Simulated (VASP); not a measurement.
Write the native input for VASP 6.6.1 that does the following.

```
Task                   : single point
Functional             : r2SCAN
Potentials or basis    : VASP PAW PBE potentials, release 64 (B, Sb, Ga_d)
Cutoff                 : 520 eV
k mesh                 : 6 × 6 × 4
Occupations            : fermi-dirac, width 0.02 eV
Spin                   : no spin polarisation
Dipole correction      : no
Further INCAR settings : ALGO = Normal; EDIFF = 1e-06; NBANDS = 21
```

GaBSb2:

```
CELL_PARAMETERS angstrom
3.91267 0.00000 0.00000
0.00000 3.91267 0.00000
0.00000 0.00000 5.68197
ATOMIC_POSITIONS crystal
B 0.00000 0.00000 0.00000
Sb 0.00000 0.50000 0.21729
Sb 0.50000 0.00000 0.78271
Ga 0.50000 0.50000 0.50000
```

These files were run (other wordings do the same):

POSCAR

```
GaBSb2
1.0
    3.9126663739      0.0000000000      0.0000000000
    0.0000000000      3.9126663739      0.0000000000
    0.0000000000      0.0000000000      5.6819668083
B Sb Ga
1 2 1
Direct
    0.0000000000      0.0000000000      0.0000000000
    0.0000000000      0.5000000000      0.2172915758
    0.5000000000      0.0000000000      0.7827084242
    0.5000000000      0.5000000000      0.5000000000
```

INCAR.step1

```
  ALGO = Normal
  EDIFF = 1E-4
  ENCUT = 520
  GGA = PE
  ISMEAR = -1
  LASPH = True
  LCHARG = False
  LREAL = False
  LWAVE = True
  NBANDS = 21
  NELM = 100
  PREC = Accurate
  SIGMA = 0.02
```

INCAR.step2

```
  ALGO = Normal
  EDIFF = 1E-6
  ENCUT = 520
  ISIF = 2
  ISMEAR = -1
  ISTART = 1
  LASPH = True
  LCHARG = True
  LELF = True
  LMIXTAU = True
  LREAL = False
  LVHAR = True
  LWAVE = False
  METAGGA = R2SCAN
  NBANDS = 21
  NELM = 100
  PREC = Accurate
  SIGMA = 0.02
```

KPOINTS

```
k-points
0
Gamma
  6 6 4
```

Potentials or basis: VASP PAW PBE potentials, release 64 (B, Sb, Ga_d).

The run is started by

```bash
$ cat potpaw_PBE.64/B/POTCAR potpaw_PBE.64/Sb/POTCAR potpaw_PBE.64/Ga_d/POTCAR > POTCAR
$ cp INCAR.step1 INCAR
$ mpirun -np 1 vasp_std > vasp.out
$ cp INCAR.step2 INCAR
$ mpirun -np 1 vasp_std > vasp.out
```

It gave:

```json
{
  "Pressure": "5.4 GPa",
  "Largest force": "0.055 eV/Å",
  "Band gap on the k mesh": "zero (bands 13 and 14 overlap by 0.11 eV)"
}
```

Caveat: the cell stands under pressure; semilocal functionals underestimate gaps, so a narrow gap can read as zero; the PAW data sets were made with another functional, which shifts forces and pressure a little; spin-orbit coupling is left out, which moves the levels of the heavy elements.

It took 3.9 min on 1 thread of Intel Xeon 8259CL (shared host), peak memory 0.23 GiB.
